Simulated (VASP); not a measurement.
Here is a VASP 6.6.1 calculation.

The input INCAR:

```
SYSTEM = Ta
PREC = Accurate
ENCUT = 500
EDIFF = 1E-6
ISMEAR = 0
SIGMA = 0.15
LREAL = .False.
LASPH = .True.
NELM = 120
ALGO = Normal
ISIF = 2
LWAVE = .False.
LCHARG = .False.
GGA = PE
NBANDS = 18
GGA_COMPAT = .False.
```

The input KPOINTS:

```
regular mesh
0
Gamma
  18 18 10
  0 0 0
```

POSCAR

```
Ta
1.0
   -1.6512800000      1.6512800000      1.6512800000
    1.6512800000     -1.6512800000      1.6512800000
    3.3025600000      3.3025600000      0.0000000000
Ta
2
Direct
   -0.0529891963     -0.0529891963      0.0000000000
    0.5529891963      0.5529891963      0.5000000000
```

Potentials or basis: VASP PAW PBE potentials, release 64 (Ta_pv).

The run is started by

```bash
$ cat potpaw_PBE.64/Ta_pv/POTCAR > POTCAR
$ mpirun -np 1 vasp_std > vasp.out
```

Problem. Predict the largest force.

Solution. 1.745 eV/Å.

Problem. What does it give for the band gap on the k mesh?

Solution. Zero (band 11 reaches 7.10 eV, above the bottom of band 12 at 4.34 eV).

Problem. What does it give for the pressure?

Solution. 5.2 GPa.

Stress tensor (GPa, compression positive):
```
6.70 3.43 0.00
3.43 6.70 0.00
0.00 0.00 2.07
```

Caveat: the cell differs from its parent crystal (mode 6 (145.8 1/cm) frozen in, largest displacement +0.175 Å); spin-orbit coupling is left out, which moves the levels of the heavy elements; forces of over 1 eV/Å act on the atoms, so gaps and moduli don't describe the material at rest.
